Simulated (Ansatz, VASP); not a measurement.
One calculation of PbF2, two programs

```xyz
3
Lattice="0.0000 3.0292 2.9699 3.0292 0.0000 2.9699 3.0292 3.0292 0.0000" Properties=species:S:1:pos:R:3 pbc="T T T"
Pb    0.0000    0.0000    0.0000
F     1.5146    1.5146    1.4849
F     4.5439    4.5439    4.4548
```

Change from the starting cell: equal xx and yy strain of +2 %.

Alike in both runs: task single point; functional LDA; k mesh 7 × 7 × 7; occupations fermi-dirac, width 0.03 eV; no spin polarisation.

|  | VASP | Ansatz |
| --- | --- | --- |
| version | VASP 6.6.1 | Ansatz 0.2.0 |
| potentials or method | VASP PAW LDA potentials, release 64 (Pb_d, F), cutoff 520 eV | all-electron LAPW, scalar-relativistic |

```tsv
	VASP	Ansatz	Ansatz less VASP
gap on the k mesh at the Fermi level (eV)	4.19	4.21	+0.027
pressure (GPa)	-7.2	-7.2	+0.06
traceless stress, the component that is largest in VASP (GPa)	0.75	0.75	+0.003
```

LDA's correlation is that of Perdew and Zunger in VASP and of Perdew and Wang (1992) in Ansatz. Ansatz ran all-electron here, and VASP with PAW potentials.

Neither program's run includes spin-orbit coupling.
